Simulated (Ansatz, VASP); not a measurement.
# One calculation of Ti3Si, two programs

Contents of POSCAR:

```
Ti3Si
1.0
    5.6285599865      0.0000000000      0.0000000000
   -2.8142799932      4.8744759350      0.0000000000
    0.0000000000      0.0000000000      4.5039465941
Ti Si
6 2
Direct
    0.3436961568      0.1718480784      0.7999561874
    0.8281519216      0.1718480784      0.7999561874
    0.8281519216      0.6563038432      0.7999561874
    0.6563038432      0.8281519216      0.2999561874
    0.1718480784      0.8281519216      0.2999561874
    0.1718480784      0.3436961568      0.2999561874
    0.3333333333      0.6666666667      0.7500000000
    0.6666666667      0.3333333333      0.2500000000
```

INCAR.step1

```
SYSTEM = Ti3Si
PREC     = Accurate       ! precision mode
ENCUT    = 520            ! plane-wave cutoff, eV
ISMEAR   = 0              ! smearing method
SIGMA    = 0.15           ! smearing width, eV
LREAL    = .False.        ! projectors in reciprocal space
LASPH    = .True.         ! aspherical terms in the spheres
NELM     = 80             ! most SCF steps
NBANDS   = 50             ! bands
GGA      = PE             ! functional
ALGO     = Normal         ! electronic algorithm
EDIFF    = 1E-4           ! SCF threshold, eV
LWAVE    = .True.         ! write WAVECAR
LCHARG   = .False.        ! write CHGCAR
```

INCAR.step2

```
SYSTEM = Ti3Si
PREC     = Accurate       ! precision mode
ENCUT    = 520            ! plane-wave cutoff, eV
EDIFF    = 1E-6           ! SCF threshold, eV
ISMEAR   = 0              ! smearing method
SIGMA    = 0.15           ! smearing width, eV
LREAL    = .False.        ! projectors in reciprocal space
LASPH    = .True.         ! aspherical terms in the spheres
NELM     = 80             ! most SCF steps
ALGO     = Normal         ! electronic algorithm
ISIF     = 2              ! what is computed and relaxed
LWAVE    = .False.        ! write WAVECAR
LCHARG   = .True.         ! write CHGCAR
METAGGA  = R2SCAN         ! meta-GGA
LMIXTAU  = .True.       
LELF     = .True.         ! ELF
LVHAR    = .True.       
NBANDS   = 50             ! bands
ISTART   = 1
```

KPOINTS

```
regular mesh
0
Gamma
  12 12 10
  0 0 0
```

Input for Ansatz:

```yaml
crystal:
  lattice:
    - [5.6285599865, 0.0, 0.0]
    - [-2.8142799932, 4.874475935, 0.0]
    - [0.0, 0.0, 4.5039465941]
  atoms:
    - { symbol: Ti, position: [0.3436961568, 0.1718480784, 0.7999561874] }
    - { symbol: Ti, position: [0.8281519216, 0.1718480784, 0.7999561874] }
    - { symbol: Ti, position: [0.8281519216, 0.6563038432, 0.7999561874] }
    - { symbol: Ti, position: [0.6563038432, 0.8281519216, 0.2999561874] }
    - { symbol: Ti, position: [0.1718480784, 0.8281519216, 0.2999561874] }
    - { symbol: Ti, position: [0.1718480784, 0.3436961568, 0.2999561874] }
    - { symbol: Si, position: [0.3333333333, 0.6666666667, 0.75] }
    - { symbol: Si, position: [0.6666666667, 0.3333333333, 0.25] }
basis:
  ecutwfc: 500
kpoints:
  mp_grid: { grid: [12, 12, 10] }
hamiltonian:
  xc: r2scan
scf:
  occupations: { method: gaussian, width: 0.15 }
output:
  forces: true
  stress: true
  eigenvalues: true
```

Change from the starting cell: all Ti atoms moved +0.225 Å, as atom 1 along Cartesian [0 0 1].

Alike in both runs: task single point; functional r2SCAN; k mesh 12 × 12 × 10; occupations gaussian, width 0.15 eV; no spin polarisation.

```csv
,VASP,Ansatz
version,VASP 6.6.1,Ansatz 0.2.0
potentials or method,"VASP PAW PBE potentials, release 64 (Ti_sv, Si), cutoff 520 eV","scalar-relativistic, plane waves, PAW"
valence electrons in the cell,80,80
```

VASP gave:

| Quantity | Value |
| --- | --- |
| gap on the k mesh at the Fermi level (eV) | none |
| pressure (GPa) | 2.1 |
| traceless stress, the component that is largest in VASP (GPa) | 1.93 |
| rms of the force components (eV/Å) | 0.670 |

Problem. Which values does Ansatz return?

Solution. gap on the k mesh at the Fermi level (eV): none; pressure (GPa): 1.7; traceless stress, the component that is largest in VASP (GPa): 1.93; rms of the force components (eV/Å): 0.664.

VASP's potentials were made for PBE, not for r2SCAN. Atom by atom the forces differ by 0.008 eV/Å (rms over components). A gap of «none» marks a metal or a gap that the smearing closes.
